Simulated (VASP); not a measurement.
Write the native input for VASP 6.6.1 that does the following.

- Task: single point
- Functional: PBE
- Potentials or basis: VASP PAW PBE potentials, release 64 (Pd)
- Cutoff: 520 eV
- k mesh: 18 × 18 × 18
- Occupations: gaussian, width 0.1 eV
- Spin: no spin polarisation
- Dipole correction: no
- Further INCAR settings: ALGO = Fast; EDIFF = 1e-06; NBANDS = 11

The structure of Pd lies in POSCAR:

```
Pd
1.0
    0.0000000000      1.9907058529      1.9907058529
    1.9907058529      0.0000000000      1.9907058529
    1.9907058529      1.9907058529      0.0000000000
Pd
1
Direct
    0.0000000000      0.0000000000      0.0000000000
```

This cell differs from its parent crystal: volume scaled by 1.03.

One way to write it, as run:

INCAR

```
PREC = Accurate
ENCUT = 520
EDIFF = 1E-6
ISMEAR = 0
SIGMA = 0.1
LREAL = F
LASPH = T
NELM = 80
ALGO = Fast
ISIF = 2
LWAVE = F
LCHARG = T
GGA = PE
LELF = T
LVHAR = T
NBANDS = 11
```

KPOINTS

```
regular mesh
0
Gamma
  18 18 18
```

Potentials or basis: VASP PAW PBE potentials, release 64 (Pd).

Run with:

```console
$ cat potpaw_PBE.64/Pd/POTCAR > POTCAR
$ mpirun -np 1 vasp_std > vasp.out
```

Results of the run:

```
Pressure               : -4.8 GPa
Band gap on the k mesh : zero (band 5 reaches 8.94 eV, above the bottom of band 6 at 7.53 eV)
```

Run time: 35 s on 1 thread of Intel(R) Xeon(R) Platinum 8375C CPU @ 2.90GHz (Ice Lake), on a shared host, peak memory 0.16 GiB.
